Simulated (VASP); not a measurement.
# TiC (I4/mmm) in VASP: single point with r2SCAN

Aim: the single point of TiC with r2SCAN.

Program: VASP 6.6.1. These are calculated values, not measurements. Logs are shortened: lines on timing, memory, paths and dates and some standing lists are left out, and cuts for length are marked.

## (1) The cell of the first run

Symmetry: I4/mmm, No. 139, tetragonal system. The conventional cell has a = 3.152 Å, b = 3.152 Å, c = 4.393 Å, α = 90.00°, β = 90.00°, γ = 90.00°. Ti (site symmetry 4/mmm) has 6 C at 2.20 to 2.23 Å within 2.9 Å. C (site symmetry 4/mmm) has 6 Ti at 2.20 to 2.23 Å within 2.9 Å.

## (2) Single point, r2SCAN (strain +0.030 along x and y, +0.015 along z)

The input, POSCAR:

```
TiC
1.0
    0.0000000000      2.2289200000      2.1964600000
    2.2289200000      0.0000000000      2.1964600000
    2.2289200000      2.2289200000      0.0000000000
Ti C
1 1
Direct
    0.0000000000      0.0000000000      0.0000000000
    0.5000000000      0.5000000000      0.5000000000
```

The input, INCAR.step1:

```
SYSTEM = TiC
PREC = Accurate
ENCUT = 520
ISMEAR = 0
SIGMA = 0.15
LREAL = .False.
LASPH = .True.
NELM = 60
NBANDS = 15
GGA = PE
ALGO = Normal
EDIFF = 1E-4
LWAVE = .True.
LCHARG = .False.
```

The input, INCAR.step2:

```
SYSTEM = TiC
PREC = Accurate
ENCUT = 520
EDIFF = 1E-7
ISMEAR = 0
SIGMA = 0.15
LREAL = .False.
LASPH = .True.
NELM = 60
ALGO = Normal
ISIF = 2
LWAVE = .False.
LCHARG = .False.
METAGGA = R2SCAN
LMIXTAU = .True.
NBANDS = 15
ISTART = 1
```

The input, KPOINTS:

```
regular mesh
0
Gamma
  18 18 18
  0 0 0
```

Potentials or basis: VASP PAW PBE potentials, release 64 (Ti_sv, C).

Started as:

```bash
cat potpaw_PBE.64/Ti_sv/POTCAR potpaw_PBE.64/C/POTCAR > POTCAR
cp INCAR.step1 INCAR
mpirun -np 1 vasp_std > vasp.out
cp INCAR.step2 INCAR
mpirun -np 1 vasp_std > vasp.out
```

OUTCAR:

```text
SYSTEM = TiC
   PREC = Accurate
   ENCUT = 520
   EDIFF = 1E-7
   ISMEAR = 0
   LREAL = .False.
   LASPH = .True.
   NELM = 60
   ISIF = 2
   METAGGA = R2SCAN
   ISTART = 1

 ion  position               nearest neighbor table
   1  0.000  0.000  0.000-   2 2.20   2 2.20   2 2.23   2 2.23   2 2.23   2 2.23
   2  0.500  0.500  0.500-   1 2.20   1 2.20   1 2.23   1 2.23   1 2.23   1 2.23

  LATTYP: Found a body centered tetragonal cell.
 ALAT       =     3.1521688934
 C/A-ratio  =     1.3936182192

  Lattice vectors:

 A1 = (   0.0000000000,  -2.2289200000,  -2.1964600000)
 A2 = (   0.0000000000,   2.2289200000,  -2.1964600000)
 A3 = (   2.2289200000,   0.0000000000,   2.1964600000)

Analysis of symmetry for initial positions (statically):
=====================================================================
 Subroutine PRICEL returns:
 Original cell was already a primitive cell.

 Routine SETGRP: Setting up the symmetry group for a
 body centered tetragonal supercell.

 Subroutine GETGRP returns: Found 16 space group operations
 (whereof 16 operations were pure point group operations)
 out of a pool of 16 trial point group operations.

The static configuration has the point symmetry D_4h.

Analysis of symmetry for dynamics (positions and initial velocities):
=====================================================================
 Subroutine PRICEL returns:
 Original cell was already a primitive cell.

 Routine SETGRP: Setting up the symmetry group for a
 body centered tetragonal supercell.

 Subroutine GETGRP returns: Found 16 space group operations
 (whereof 16 operations were pure point group operations)
 out of a pool of 16 trial point group operations.

The dynamic configuration has the point symmetry D_4h.

 Subroutine INISYM returns: Found 16 space group operations
 (whereof 16 operations are pure point group operations),
 and found     1 'primitive' translations

----------------------------------------------------------------------------------------

                                     Primitive cell

  volume of cell :      21.8244

  direct lattice vectors                    reciprocal lattice vectors
     0.000000000  2.228920000  2.196460000    -0.224323888  0.224323888  0.227639019
     2.228920000  0.000000000  2.196460000     0.224323888 -0.224323888  0.227639019
     2.228920000  2.228920000  0.000000000     0.224323888  0.224323888 -0.227639019

  length of vectors
     3.129300385  3.129300385  3.152168893     0.390463745  0.390463745  0.390463745

  position of ions in fractional coordinates (direct lattice)
     0.000000000  0.000000000  0.000000000
     0.500000000  0.500000000  0.500000000

  ion indices of the primitive-cell ions
   primitive index   ion index
                 1           1
                 2           2

----------------------------------------------------------------------------------------

 KPOINTS: regular mesh

Automatic generation of k-mesh.
 Grid dimensions read from file:
 generate k-points for:   18   18   18

 Generating k-lattice:

  Cartesian coordinates                     Fractional coordinates (reciprocal lattice)
    -0.012462438  0.012462438  0.012646612     0.055555556  0.000000000  0.000000000
     0.012462438 -0.012462438  0.012646612     0.000000000  0.055555556  0.000000000
     0.012462438  0.012462438 -0.012646612    -0.000000000 -0.000000000  0.055555556

  Length of vectors
     0.021692430  0.021692430  0.021692430

  Shift w.r.t. Gamma in fractional coordinates (k-lattice)
     0.000000000  0.000000000  0.000000000

 Subroutine IBZKPT returns following result:
 ===========================================

 Found    480 irreducible k-points:

 Following reciprocal coordinates:
            Coordinates               Weight
  0.000000  0.000000  0.000000      1.000000
  0.055556  0.000000  0.000000      8.000000
  0.111111  0.000000  0.000000      8.000000
  0.166667  0.000000  0.000000      8.000000
  0.222222  0.000000  0.000000      8.000000
  0.277778  0.000000  0.000000      8.000000
[... 16 lines left out ...]
 -0.277778  0.055556  0.000000      8.000000
 -0.222222  0.055556  0.000000      8.000000
 [... further k-points ...]
   k-points           NKPTS =    480   k-points in BZ     NKDIM =    480   number of bands    NBANDS=     15
   number of dos      NEDOS =    301   number of ions     NIONS =      2
   total plane-waves  NPLWV =  13824
   dimension x,y,z NGX =    24 NGY =   24 NGZ =   24
   dimension x,y,z NGXF=    48 NGYF=   48 NGZF=   48
   ions per type =               1   1
   NGX,Y,Z   is equivalent  to a cutoff of  12.75, 12.75, 12.66 a.u.
   NGXF,Y,Z  is equivalent  to a cutoff of  25.50, 25.50, 25.32 a.u.
 SYSTEM =  TiC
   PREC   = accura    normal or accurate (medium, high low for compatibility)
   ISTART =      1    job   : 0-new  1-cont  2-samecut
   ICHARG =      0    charge: 1-file 2-atom 10-const
   ISPIN  =      1    spin polarized calculation?
   LNONCOLLINEAR =      F non collinear calculations
   LSORBIT =      F    spin-orbit coupling
   LASPH  =      T    aspherical Exc in radial PAW
   ENCUT  =  520.0 eV  38.22 Ry    6.18 a.u.   5.82  5.82  5.86*2*pi/ulx,y,z
   NELM   =     60;   NELMIN=  2; NELMDL=  0     # of ELM steps
   EDIFF  = 0.1E-06   stopping-criterion for ELM
   LREAL  =      F    real-space projection
   EDIFFG = 0.1E-05   stopping-criterion for IOM
   NSW    =      0    number of steps for IOM
   IBRION =     -1    ionic relax: 0-MD 1-quasi-New 2-CG
   NFREE  =      0    steps in history (QN), initial steepest desc. (CG)
   ISIF   =      2    stress and relaxation
   ISYM   =      2    0-nonsym 1-usesym 2-fastsym
   POTIM  = 0.5000    time-step for ionic-motion
   TEBEG  =    0.0;   TEEND  =   0.0 temperature during run
   PSTRESS=    0.0 pullay stress
   NELECT =      16.0000    total number of electrons
   NUPDOWN=      -1.0000    fix difference up-down
   EMIN   =  10.00;   EMAX   =-10.00  energy-range for DOS
   EFERMI =   0.00;   METHOD = LEGACY
   ISMEAR =     0;   SIGMA  =   0.15  broadening in eV -4-tet -1-fermi 0-gaus
   EFERMI_NEDOS =   21; number of points for ismear=-14 and -15
   IALGO  =     38    algorithm
   IMIX   =      4    mixing-type and parameters
     AMIX     =   0.40;   BMIX     =  1.00
     AMIX_MAG =   1.60;   BMIX_MAG =  1.00
  volume/ion in A,a.u.               =      10.91        73.64
  Fermi-wavevector in a.u.,A,eV,Ry     =   1.476162  2.789542 29.647840  2.179055
  Thomas-Fermi vector in A             =   2.590723
   LORBIT       =      0    0 simple, 1 ext, 2 COOP (PROOUT), +10 PAW based schemes
   METAGGA = R2SCAN    functional components
   LHFCALC =     F    Hartree Fock is set to
   AEXX    =    0.0000 exact exchange contribution
   IVDW    =     0    specifies the selected vdW correction
   LEPSILON=     F    determine dielectric tensor
   LRPA    =     F    only Hartree local field effects (RPA)
 non-spin polarized calculation
 Gauss-broadening in eV      SIGMA  =   0.15
  energy-cutoff  :      520.00
  volume of cell :       21.82
 maximum number of plane-waves:       604
   NGX = 11   NGY = 11   NGZ = 11

 number of electron      16.0000001 magnetization

 Free energy of the ion-electron system (eV)
  ---------------------------------------------------
  ext. energy  EPLUGINS =         0.00000000
  ---------------------------------------------------
  free energy    TOTEN  =       -24.79036762 eV

  energy without entropy =      -24.78744140  energy(sigma->0) =      -24.78890451

 E-fermi :   8.6774     XC(G=0): -13.1780

 val. band max:        8.6749626843   @ k =   0.1111   0.0556   0.0000
 cond. band min:       8.7077131613   @ k =  -0.0556   0.0556   0.0000
 fundamental gap:      0.0327504770
 Fermi energy:         8.6773996601

 k-point     1 :       0.0000    0.0000    0.0000
  band No.  band energies     occupation
      1     -50.5367      2.00000
      2     -25.5516      2.00000
      3     -25.5516      2.00000
      4     -25.5305      2.00000
      5      -4.1948      2.00000
      6       9.4578      0.00000
      7       9.4578      0.00000
      8       9.5611      0.00000
      9      10.1736      0.00000
     10      10.2302      0.00000
     11      10.2302      0.00000
     12      10.2673      0.00000
     13      10.2705      0.00000
     14      18.8099      0.00000
     15      23.2149      0.00000

 k-point     2 :       0.0556    0.0000    0.0000
  band No.  band energies     occupation
      1     -50.5350      2.00000
      2     -25.5609      2.00000
      3     -25.5528      2.00000
      4     -25.5343      2.00000
      5      -4.1292      2.00000
      6       9.0773      0.00016
      7       9.2093      0.00000
      8       9.2788      0.00000
      9       9.6826      0.00000
     10       9.7294      0.00000
     11      10.4840      0.00000
     12      11.0659      0.00000
     13      11.1419      0.00000
     14      18.9522      0.00000
     15      23.1969      0.00000

 k-point     3 :       0.1111    0.0000    0.0000
  band No.  band energies     occupation
      1     -50.5304      2.00000
      2     -25.5932      2.00000
      3     -25.5565      2.00000
      4     -25.5398      2.00000
      5      -3.9357      2.00000
      6       8.3001      1.99963
      7       8.4940      1.91629
      8       8.5465      1.78292
      9       9.7701      0.00000
     10       9.8144      0.00000
     11      10.7974      0.00000
     12      11.9753      0.00000
     13      12.0664      0.00000
     14      19.3173      0.00000
     15      23.0960      0.00000
[... 343 lines left out ...]
 k-point    23 :      -0.2778    0.0556    0.0000
  band No.  band energies     occupation
      1     -50.5011      2.00000
      2     -25.7979      2.00000
      3     -25.5741      2.00000
      4     -25.5717      2.00000
      5      -2.5138      2.00000
      6       5.1121      2.00000
      7       6.4378      2.00000
      8       6.6895      2.00000
      9      10.5777      0.00000
     10      10.8759      0.00000
     11      11.7631      0.00000
     12      14.4615      0.00000
     13      15.2558      0.00000
     14      19.2240      0.00000
     15      23.4690      0.00000

 k-point    24 :      -0.2222    0.0556    0.0000
  band No.  band energies     occupation
      1     -50.5103      2.00000
      2     -25.7331      2.00000
      3     -25.5665      2.00000
      4     -25.5650      2.00000
      5      -3.0194      2.00000
      6       6.0209      2.00000
      7       6.8727      2.00000
      8       7.1872      2.00000
      9      10.2327      0.00000
     10      10.5914      0.00000
     11      11.4998      0.00000
     12      13.6577      0.00000
     13      14.5158      0.00000
     14      19.8039      0.00000
     15      22.9608      0.00000

 [... further k-points ...]

------------------------ aborting loop because EDIFF is reached ----------------------------------------

  FORCE on cell =-STRESS in cart. coord.  units (eV):
  Direction    XX          YY          ZZ          XY          YZ          ZX
  --------------------------------------------------------------------------------------
  -------------------------------------------------------------------------------------
  Total       -2.3591580     -2.3591580     -1.7791458      0.0000000      0.0000000      0.0000000
  in kB     -173.1910141   -173.1910141   -130.6110317      0.0000000      0.0000000      0.0000000
  external PRESSURE =    -158.9976866 kB  Pullay stress =       0.0000000 kB

 VOLUME and BASIS-vectors are now :
 -----------------------------------------------------------------------------
  energy-cutoff  :      520.00
  volume of cell :       21.82
      direct lattice vectors                 reciprocal lattice vectors
     0.000000000  2.228920000  2.196460000    -0.224323888  0.224323888  0.227639019
     2.228920000  0.000000000  2.196460000     0.224323888 -0.224323888  0.227639019
     2.228920000  2.228920000  0.000000000     0.224323888  0.224323888 -0.227639019

 POSITION                                       TOTAL-FORCE (eV/Angst)
 -----------------------------------------------------------------------------------
      0.00000      0.00000      0.00000        -0.000000     -0.000000      0.000000
      2.22892      2.22892      2.19646         0.000000      0.000000      0.000000
 -----------------------------------------------------------------------------------
    total drift:                                0.000000     -0.000000     -0.000000

  FREE ENERGIE OF THE ION-ELECTRON SYSTEM (eV)
  ---------------------------------------------------
  free  energy   TOTEN  =       -24.7903676236 eV

  energy  without entropy=      -24.7874414027  energy(sigma->0) =      -24.78890451
```

Run time: 6.3 min. Hardware: 1 thread of Intel Xeon Platinum 8488C (Sapphire Rapids), shared host; peak memory 0.27 GiB.

What came out:

```yaml
Free_energy: -24.7904 eV
Pressure: -15.9 GPa
Band_gap_on_the_k_mesh: zero (bands 8 and 9 overlap by 1.41 eV)
```

Caveat: the cell differs from its parent crystal (strain +0.030 along x and y, +0.015 along z); the cell stands under tension; the PAW data sets were made with another functional, which shifts forces and pressure a little.

The gap in the log of VASP goes by the Fermi energy; the results here count the filled bands.